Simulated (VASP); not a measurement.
# SrO (P6_3/mmc) in VASP: further runs

Aim: see how the results for SrO move with the level of theory and the settings. Levels: r2SCAN, PBE. Tasks: single point.

Program: VASP 6.6.1. These are calculated values, not measurements. Logs are shortened: lines on timing, memory, paths and dates and some standing lists are left out, and cuts for length are marked.

**1. The cell of the first run**

The structure is hexagonal, space group P6_3/mmc (No. 194). The conventional cell has a = 3.490 Å, b = 3.490 Å, c = 6.127 Å, α = 90.00°, β = 90.00°, γ = 120.00°. Within 3.3 Å of Sr (site symmetry -3m) lie 6 O at 2.53 Å and 2 Sr at 3.06 Å. O (site symmetry -6m2) has 6 Sr at 2.53 Å within 3.3 Å.

**2. Single point, r2SCAN (volume changed by -6%)**

POSCAR

```
SrO
1.0
    3.4904984604      0.0000000000      0.0000000000
   -1.7452492302      3.0228603386      0.0000000000
    0.0000000000      0.0000000000      6.1274137918
Sr O
2 2
Direct
    0.0000000000      0.0000000000      0.0000000000
    0.0000000000      0.0000000000      0.5000000000
    0.3333333333      0.6666666667      0.2500000000
    0.6666666667      0.3333333333      0.7500000000
```

INCAR.step1

```
ALGO = Normal ; EDIFF = 1E-4
ENCUT = 520 ; GGA = PE
ISMEAR = 0 ; LASPH = T
LCHARG = F ; LREAL = F
LWAVE = T ; NBANDS = 24
NELM = 60 ; PREC = Accurate
SIGMA = 0.01
```

INCAR.step2

```
ALGO = Normal ; EDIFF = 1E-6
ENCUT = 520 ; ISIF = 2
ISMEAR = 0 ; ISTART = 1
LASPH = T ; LCHARG = F
LMIXTAU = T ; LREAL = F
LWAVE = F ; METAGGA = R2SCAN
NBANDS = 24 ; NELM = 60
PREC = Accurate ; SIGMA = 0.01
```

KPOINTS

```
k-points
0
Gamma
  9 9 4
```

Potentials or basis: VASP PAW PBE potentials, release 64 (Sr_sv, O).

On the command line:

```bash
$ cat potpaw_PBE.64/Sr_sv/POTCAR potpaw_PBE.64/O/POTCAR > POTCAR
$ cp INCAR.step1 INCAR
$ mpirun -np 1 vasp_std > vasp.out
$ cp INCAR.step2 INCAR
$ mpirun -np 1 vasp_std > vasp.out
```

OUTCAR:

```text
EDIFF = 1E-6
   ENCUT = 520
   ISIF = 2
   ISMEAR = 0
   ISTART = 1
   LASPH = T
   LREAL = F
   METAGGA = R2SCAN
   NELM = 60
   PREC = Accurate

 ion  position               nearest neighbor table
   1  0.000  0.000  0.000-   3 2.53   4 2.53   4 2.53   3 2.53   4 2.53   3 2.53   2 3.06   2 3.06
                             2 4.64   2 4.64   2 4.64   2 4.64   2 4.64   2 4.64   2 4.64   2 4.64
   2  0.000  0.000  0.500-   3 2.53   4 2.53   4 2.53   3 2.53   4 2.53   3 2.53   1 3.06   1 3.06
                             1 4.64   1 4.64   1 4.64   1 4.64   1 4.64   1 4.64   1 4.64   1 4.64
   3  0.333  0.667  0.250-   1 2.53   2 2.53   1 2.53   2 2.53   1 2.53   2 2.53
   4  0.667  0.333  0.750-   1 2.53   2 2.53   1 2.53   2 2.53   1 2.53   2 2.53

  LATTYP: Found a hexagonal cell.
 ALAT       =     3.4904984604
 C/A-ratio  =     1.7554552341

  Lattice vectors:

 A1 = (   3.4904984604,   0.0000000000,   0.0000000000)
 A2 = (  -1.7452492302,   3.0228603386,   0.0000000000)
 A3 = (   0.0000000000,   0.0000000000,   6.1274137918)

Analysis of symmetry for initial positions (statically):
=====================================================================
 Subroutine PRICEL returns:
 Original cell was already a primitive cell.

 Routine SETGRP: Setting up the symmetry group for a
 hexagonal supercell.

 Subroutine GETGRP returns: Found 24 space group operations
 (whereof 12 operations were pure point group operations)
 out of a pool of 24 trial point group operations.

The static configuration has the point symmetry D_3d.
 The point group associated with its full space group is D_6h.

Analysis of symmetry for dynamics (positions and initial velocities):
=====================================================================
 Subroutine PRICEL returns:
 Original cell was already a primitive cell.

 Routine SETGRP: Setting up the symmetry group for a
 hexagonal supercell.

 Subroutine GETGRP returns: Found 24 space group operations
 (whereof 12 operations were pure point group operations)
 out of a pool of 24 trial point group operations.

The dynamic configuration has the point symmetry D_3d.
 The point group associated with its full space group is D_6h.

 Subroutine INISYM returns: Found 24 space group operations
 (whereof 12 operations are pure point group operations),
 and found     1 'primitive' translations

----------------------------------------------------------------------------------------

                                     Primitive cell

  volume of cell :      64.6521

  direct lattice vectors                    reciprocal lattice vectors
     3.490498460  0.000000000  0.000000000     0.286492033  0.165406252  0.000000000
    -1.745249230  3.022860339  0.000000000     0.000000000  0.330812505  0.000000000
     0.000000000  0.000000000  6.127413792     0.000000000  0.000000000  0.163200990

  length of vectors
     3.490498460  3.490498460  6.127413792     0.330812505  0.330812505  0.163200990

  position of ions in fractional coordinates (direct lattice)
     0.000000000  0.000000000  0.000000000
     0.000000000  0.000000000  0.500000000
     0.333333333  0.666666667  0.250000000
     0.666666667  0.333333333  0.750000000

  ion indices of the primitive-cell ions
   primitive index   ion index
                 1           1
                 2           2
                 3           3
                 4           4

----------------------------------------------------------------------------------------

 KPOINTS: k-points

Automatic generation of k-mesh.
 Grid dimensions read from file:
 generate k-points for:    9    9    4

 Generating k-lattice:

  Cartesian coordinates                     Fractional coordinates (reciprocal lattice)
     0.031832448  0.018378472  0.000000000     0.111111111 -0.000000000  0.000000000
     0.000000000  0.036756945  0.000000000     0.000000000  0.111111111  0.000000000
     0.000000000  0.000000000  0.040800248     0.000000000  0.000000000  0.250000000

  Length of vectors
     0.036756945  0.036756945  0.040800248

  Shift w.r.t. Gamma in fractional coordinates (k-lattice)
     0.000000000  0.000000000  0.000000000

 Subroutine IBZKPT returns following result:
 ===========================================

 Found     36 irreducible k-points:

 Following reciprocal coordinates:
            Coordinates               Weight
  0.000000  0.000000  0.000000      1.000000
  0.111111  0.000000  0.000000      6.000000
  0.222222  0.000000  0.000000      6.000000
  0.333333  0.000000  0.000000      6.000000
  0.444444  0.000000  0.000000      6.000000
  0.111111  0.111111  0.000000      6.000000
[... 16 lines left out ...]
  0.333333  0.222222  0.250000     24.000000
  0.333333  0.333333  0.250000      4.000000
 [... further k-points ...]
   k-points           NKPTS =     36   k-points in BZ     NKDIM =     36   number of bands    NBANDS=     24
   number of dos      NEDOS =    301   number of ions     NIONS =      4
   total plane-waves  NPLWV =  37632
   dimension x,y,z NGX =    28 NGY =   28 NGZ =   48
   dimension x,y,z NGXF=    56 NGYF=   56 NGZF=   96
   ions per type =               2   2
   NGX,Y,Z   is equivalent  to a cutoff of  13.34, 13.34, 13.02 a.u.
   NGXF,Y,Z  is equivalent  to a cutoff of  26.67, 26.67, 26.05 a.u.
 SYSTEM =  unknown system
   PREC   = accura    normal or accurate (medium, high low for compatibility)
   ISTART =      1    job   : 0-new  1-cont  2-samecut
   ICHARG =      0    charge: 1-file 2-atom 10-const
   ISPIN  =      1    spin polarized calculation?
   LNONCOLLINEAR =      F non collinear calculations
   LSORBIT =      F    spin-orbit coupling
   LASPH  =      T    aspherical Exc in radial PAW
   ENCUT  =  520.0 eV  38.22 Ry    6.18 a.u.   6.49  6.49 11.39*2*pi/ulx,y,z
   NELM   =     60;   NELMIN=  2; NELMDL=  0     # of ELM steps
   EDIFF  = 0.1E-05   stopping-criterion for ELM
   LREAL  =      F    real-space projection
   EDIFFG = 0.1E-04   stopping-criterion for IOM
   NSW    =      0    number of steps for IOM
   IBRION =     -1    ionic relax: 0-MD 1-quasi-New 2-CG
   NFREE  =      0    steps in history (QN), initial steepest desc. (CG)
   ISIF   =      2    stress and relaxation
   ISYM   =      2    0-nonsym 1-usesym 2-fastsym
   POTIM  = 0.5000    time-step for ionic-motion
   TEBEG  =    0.0;   TEEND  =   0.0 temperature during run
   PSTRESS=    0.0 pullay stress
   NELECT =      32.0000    total number of electrons
   NUPDOWN=      -1.0000    fix difference up-down
   EMIN   =  10.00;   EMAX   =-10.00  energy-range for DOS
   EFERMI =   0.00;   METHOD = LEGACY
   ISMEAR =     0;   SIGMA  =   0.01  broadening in eV -4-tet -1-fermi 0-gaus
   EFERMI_NEDOS =   21; number of points for ismear=-14 and -15
   IALGO  =     38    algorithm
   IMIX   =      4    mixing-type and parameters
     AMIX     =   0.40;   BMIX     =  1.00
     AMIX_MAG =   1.60;   BMIX_MAG =  1.00
  volume/ion in A,a.u.               =      16.16       109.07
  Fermi-wavevector in a.u.,A,eV,Ry     =   1.294983  2.447162 22.816695  1.676980
  Thomas-Fermi vector in A             =   2.426531
   LORBIT       =      0    0 simple, 1 ext, 2 COOP (PROOUT), +10 PAW based schemes
   METAGGA = R2SCAN    functional components
   LHFCALC =     F    Hartree Fock is set to
   AEXX    =    0.0000 exact exchange contribution
   IVDW    =     0    specifies the selected vdW correction
   LEPSILON=     F    determine dielectric tensor
   LRPA    =     F    only Hartree local field effects (RPA)
 non-spin polarized calculation
 Gauss-broadening in eV      SIGMA  =   0.01
  energy-cutoff  :      520.00
  volume of cell :       64.65
 maximum number of plane-waves:      1786
 NGX is ok and might be reduce to    28
   NGX = 13   NGY = 13   NGZ = 23

 number of electron      32.0000002 magnetization

 Free energy of the ion-electron system (eV)
  ---------------------------------------------------
  ext. energy  EPLUGINS =         0.00000000
  ---------------------------------------------------
  free energy    TOTEN  =       -53.40411650 eV

  energy without entropy =      -53.40411650  energy(sigma->0) =      -53.40411650

 E-fermi :   1.7848     XC(G=0): -10.8411

 val. band max:        1.7371636862   @ k =   0.3333   0.3333   0.0000
 cond. band min:       5.7495359847   @ k =   0.0000   0.0000   0.0000
 fundamental gap:      4.0123722986
 Fermi energy:         1.7848162130

 k-point     1 :       0.0000    0.0000    0.0000
  band No.  band energies     occupation
      1     -32.0669      2.00000
      2     -31.7971      2.00000
      3     -16.3195      2.00000
      4     -14.4659      2.00000
      5     -13.0171      2.00000
      6     -13.0171      2.00000
[... 16 lines left out ...]
     23      10.0433      0.00000
     24      10.6824      0.00000

 k-point     2 :       0.1111    0.0000    0.0000
  band No.  band energies     occupation
      1     -32.0494      2.00000
      2     -31.7828      2.00000
      3     -16.2237      2.00000
      4     -14.7188      2.00000
      5     -13.0504      2.00000
      6     -12.9049      2.00000
[... 16 lines left out ...]
     23      10.1847      0.00000
     24      11.7484      0.00000

 k-point     3 :       0.2222    0.0000    0.0000
  band No.  band energies     occupation
      1     -32.0047      2.00000
      2     -31.7466      2.00000
      3     -15.9647      2.00000
      4     -15.1679      2.00000
      5     -13.2203      2.00000
      6     -13.1332      2.00000
[... 16 lines left out ...]
     23      10.7829      0.00000
     24      11.6628      0.00000

 k-point     4 :       0.3333    0.0000    0.0000
  band No.  band energies     occupation
      1     -31.9531      2.00000
      2     -31.7049      2.00000
      3     -15.8336      2.00000
      4     -15.2589      2.00000
      5     -13.5565      2.00000
      6     -13.3295      2.00000
[... 16 lines left out ...]
     23      11.9841      0.00000
     24      12.0995      0.00000

 k-point     5 :       0.4444    0.0000    0.0000
  band No.  band energies     occupation
      1     -31.9190      2.00000
      2     -31.6775      2.00000
      3     -15.9979      2.00000
      4     -14.7371      2.00000
      5     -14.0271      2.00000
      6     -13.7649      2.00000
[... 16 lines left out ...]
     23      12.9549      0.00000
     24      13.5193      0.00000

 k-point     6 :       0.1111    0.1111    0.0000
  band No.  band energies     occupation
      1     -32.0183      2.00000
      2     -31.7576      2.00000
      3     -16.0410      2.00000
      4     -15.0563      2.00000
      5     -13.1594      2.00000
      6     -13.1150      2.00000
[... 16 lines left out ...]
     23      10.7734      0.00000
     24      11.7081      0.00000
[... 379 lines left out ...]
 k-point    21 :       0.4444    0.1111    0.2500
  band No.  band energies     occupation
      1     -31.8759      2.00000
      2     -31.7064      2.00000
      3     -15.8231      2.00000
      4     -15.0009      2.00000
      5     -14.0718      2.00000
      6     -13.5714      2.00000
[... 16 lines left out ...]
     23      12.0311      0.00000
     24      13.4331      0.00000

 k-point    22 :       0.2222    0.2222    0.2500
  band No.  band energies     occupation
      1     -31.8957      2.00000
      2     -31.7234      2.00000
      3     -15.5618      2.00000
      4     -15.3785      2.00000
      5     -13.8463      2.00000
      6     -13.5231      2.00000
[... 16 lines left out ...]
     23      11.5651      0.00000
     24      13.0325      0.00000

 k-point    23 :       0.3333    0.2222    0.2500
  band No.  band energies     occupation
      1     -31.8701      2.00000
      2     -31.7015      2.00000
      3     -15.6374      2.00000
      4     -15.2162      2.00000
      5     -14.0247      2.00000
      6     -13.6536      2.00000
[... 16 lines left out ...]
     23      11.8150      0.00000
     24      13.2247      0.00000

 k-point    24 :       0.3333    0.3333    0.2500
  band No.  band energies     occupation
      1     -31.8613      2.00000
      2     -31.6938      2.00000
      3     -15.4233      2.00000
      4     -15.4233      2.00000
      5     -14.0491      2.00000
      6     -13.5868      2.00000
[... 16 lines left out ...]
     23      11.5668      0.00000
     24      12.9890      0.00000

 [... further k-points ...]
[... 5 lines left out ...]
  --------------------------------------------------------------------------------------
  -------------------------------------------------------------------------------------
  Total        2.7771554      2.7771554      3.1556330     -0.0000000      0.0000000      0.0000000
  in kB       68.8221150     68.8221150     78.2013637     -0.0000000      0.0000000      0.0000000
  external PRESSURE =      71.9485312 kB  Pullay stress =       0.0000000 kB

 VOLUME and BASIS-vectors are now :
 -----------------------------------------------------------------------------
  energy-cutoff  :      520.00
  volume of cell :       64.65
      direct lattice vectors                 reciprocal lattice vectors
     3.490498460  0.000000000  0.000000000     0.286492033  0.165406252  0.000000000
    -1.745249230  3.022860339  0.000000000     0.000000000  0.330812505  0.000000000
     0.000000000  0.000000000  6.127413792     0.000000000  0.000000000  0.163200990

 POSITION                                       TOTAL-FORCE (eV/Angst)
 -----------------------------------------------------------------------------------
      0.00000      0.00000      0.00000         0.000000      0.000000      0.000000
      0.00000      0.00000      3.06371         0.000000      0.000000      0.000000
     -0.00000      2.01524      1.53185        -0.000000     -0.000000     -0.000000
      1.74525      1.00762      4.59556         0.000000      0.000000     -0.000000
 -----------------------------------------------------------------------------------
    total drift:                                0.000000     -0.000000      0.000000

  FREE ENERGIE OF THE ION-ELECTRON SYSTEM (eV)
  ---------------------------------------------------
  free  energy   TOTEN  =       -53.4041164977 eV

  energy  without entropy=      -53.4041164977  energy(sigma->0) =      -53.40411650
```

Run time: 3 min. Hardware: 1 thread of Intel Xeon Platinum 8488C (Sapphire Rapids), shared host; peak memory 0.22 GiB.

Results:

* Free energy: -53.4041 eV
* Pressure: 7.2 GPa
* Band gap on the k mesh: 4.01 eV, indirect (least direct gap 4.06 eV)

Stress tensor (GPa, compression positive):
```
6.88 0.00 0.00
0.00 6.88 0.00
0.00 0.00 7.82
```

Caveat: the cell differs from its parent crystal (volume changed by -6%); the PAW data sets were made with another functional, which shifts forces and pressure a little.

**3. Single point, r2SCAN (volume changed by -3%)**

POSCAR

```
SrO
1.0
    3.5272432497      0.0000000000      0.0000000000
   -1.7636216249      3.0546822596      0.0000000000
    0.0000000000      0.0000000000      6.1919176246
Sr O
2 2
Direct
    0.0000000000      0.0000000000      0.0000000000
    0.0000000000      0.0000000000      0.5000000000
    0.3333333333      0.6666666667      0.2500000000
    0.6666666667      0.3333333333      0.7500000000
```

INCAR.step1

```
PREC     = Accurate       # precision mode
ENCUT    = 520            # plane-wave cutoff, eV
ISMEAR   = 0              # smearing method
SIGMA    = 0.01           # smearing width, eV
LREAL    = F              # projectors in reciprocal space
LASPH    = T              # aspherical terms in the spheres
NELM     = 100            # most SCF steps
NBANDS   = 24             # bands
GGA      = PE             # functional
ALGO     = Normal         # electronic algorithm
EDIFF    = 1E-4           # SCF threshold, eV
LWAVE    = T              # write WAVECAR
LCHARG   = F              # write CHGCAR
```

INCAR.step2

```
PREC     = Accurate       # precision mode
ENCUT    = 520            # plane-wave cutoff, eV
EDIFF    = 1E-6           # SCF threshold, eV
ISMEAR   = 0              # smearing method
SIGMA    = 0.01           # smearing width, eV
LREAL    = F              # projectors in reciprocal space
LASPH    = T              # aspherical terms in the spheres
NELM     = 100            # most SCF steps
ALGO     = Normal         # electronic algorithm
ISIF     = 2              # what is computed and relaxed
LWAVE    = F              # write WAVECAR
LCHARG   = F              # write CHGCAR
METAGGA  = R2SCAN         # meta-GGA
LMIXTAU  = T            
NBANDS   = 24             # bands
ISTART   = 1
```

KPOINTS

```
regular mesh
0
Gamma
  9 9 4
```

Potentials or basis: VASP PAW PBE potentials, release 64 (Sr_sv, O).

On the command line:

```bash
$ cat potpaw_PBE.64/Sr_sv/POTCAR potpaw_PBE.64/O/POTCAR > POTCAR
$ cp INCAR.step1 INCAR
$ mpirun -np 1 vasp_std > vasp.out
$ cp INCAR.step2 INCAR
$ mpirun -np 1 vasp_std > vasp.out
```

Run time: 2.8 min. Hardware: 1 thread of Intel Xeon Platinum 8488C (Sapphire Rapids), shared host; peak memory 0.23 GiB.

It converged, with:

```yaml
Free_energy: -53.4749 eV
Pressure: 3.6 GPa
Band_gap_on_the_k_mesh: 4.00 eV, indirect (least direct gap 4.01 eV)
```

Stress tensor (GPa, compression positive):
```
3.45 0.00 0.00
0.00 3.45 0.00
0.00 0.00 3.95
```

Levels at points of the mesh, in eV from the valence-band top:
| k point | band 12 | band 13 | band 14 | band 15 | band 16 | band 17 | band 18 | band 19 | band 20 | band 21 |
| --- | --- | --- | --- | --- | --- | --- | --- | --- | --- | --- |
| (0.00, 0.00, 0.00) | -1.03 | -1.03 | -0.14 | -0.01 | -0.01 | 4.00 | 5.20 | 7.21 | 7.21 | 7.61 |
| (0.00, 0.00, 0.50) | -1.29 | -0.56 | -0.56 | -0.56 | -0.56 | 6.03 | 6.03 | 7.36 | 7.36 | 7.91 |

Caveat: the cell differs from its parent crystal (volume changed by -3%); the PAW data sets were made with another functional, which shifts forces and pressure a little. A k mesh can miss the band edges.

**4. Single point, r2SCAN**

This run uses another cell than the first one, of 17.19 Å³/atom, 1.064 times its volume.

POSCAR

```
SrO
1.0
    3.5632380138      0.0000000000      0.0000000000
   -1.7816190069      3.0858546397      0.0000000000
    0.0000000000      0.0000000000      6.2551048216
Sr O
2 2
Direct
    0.0000000000      0.0000000000      0.0000000000
    0.0000000000      0.0000000000      0.5000000000
    0.3333333333      0.6666666667      0.2500000000
    0.6666666667      0.3333333333      0.7500000000
```

INCAR.step1

```
SYSTEM = SrO
ALGO = Normal
EDIFF = 1E-4
ENCUT = 520
GGA = PE
ISMEAR = 0
LASPH = .TRUE.
LCHARG = .FALSE.
LREAL = .FALSE.
LWAVE = .TRUE.
NBANDS = 24
NELM = 100
PREC = Accurate
SIGMA = 0.01
```

INCAR.step2

```
SYSTEM = SrO
ALGO = Normal
EDIFF = 1E-6
ENCUT = 520
ISIF = 2
ISMEAR = 0
ISTART = 1
LASPH = .TRUE.
LCHARG = .FALSE.
LMIXTAU = .TRUE.
LREAL = .FALSE.
LWAVE = .FALSE.
METAGGA = R2SCAN
NBANDS = 24
NELM = 100
PREC = Accurate
SIGMA = 0.01
```

KPOINTS

```
k-points
0
G
  9 9 4
  0 0 0
```

On the command line:

```bash
$ cat potpaw_PBE.64/Sr_sv/POTCAR potpaw_PBE.64/O/POTCAR > POTCAR
$ cp INCAR.step1 INCAR
$ mpirun -np 1 vasp_std > vasp.out
$ cp INCAR.step2 INCAR
$ mpirun -np 1 vasp_std > vasp.out
```

It took 2.6 min on 1 thread of Intel Xeon Platinum 8488C (Sapphire Rapids), shared host; peak memory 0.22 GiB.

The run converged. Its results:

- Free energy: -53.5030 eV
- Pressure: 0.6 GPa
- Band gap on the k mesh: 3.94 eV, direct

Stress tensor (GPa, compression positive):
```
0.52 0.00 0.00
0.00 0.52 0.00
0.00 0.00 0.67
```

Levels at points of the mesh, in eV from the valence-band top:
| k point | band 13 | band 14 | band 15 | band 16 | band 17 | band 18 | band 19 | band 20 |
| --- | --- | --- | --- | --- | --- | --- | --- | --- |
| (0.00, 0.00, 0.00) | -0.98 | -0.14 | 0.00 | 0.00 | 3.94 | 5.02 | 7.13 | 7.13 |
| (0.00, 0.00, 0.50) | -0.52 | -0.52 | -0.52 | -0.52 | 5.89 | 5.89 | 7.15 | 7.15 |

Caveat: the PAW data sets were made with another functional, which shifts forces and pressure a little. r2SCAN opens gaps a little over a GGA but as a rule still falls short of measured ones.

[end of part 1 of 2]
